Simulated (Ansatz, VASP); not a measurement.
Two plane-wave programs on Y

```
CELL_PARAMETERS angstrom
3.27208 0.00000 0.00000
0.00000 3.27208 0.00000
0.00000 0.00000 3.27208
ATOMIC_POSITIONS crystal
Y 0.00000 0.00000 0.00000
```

Alike in both runs: functional PBE; k mesh 10 × 10 × 10; occupations fermi-dirac, width 0.1 eV; no spin polarisation.

Ansatz relaxed the structure, and its values are those at the end. VASP's run is a single point on that final structure, the one shown.

|  | VASP | Ansatz |
| --- | --- | --- |
| version | VASP 6.6.1 | Ansatz 0.2.0 |
| potentials or method | VASP PAW PBE potentials, release 64 (Y_sv), cutoff 520 eV | plane waves (420 eV) with PAW, scalar-relativistic |
| valence electrons in the cell | 11 | 11 |

```csv
,VASP,Ansatz,Ansatz less VASP
pressure (GPa),0.0,0.0,+0.05
```

The functional is the same, so the differences come from potentials, cutoffs and numerics.
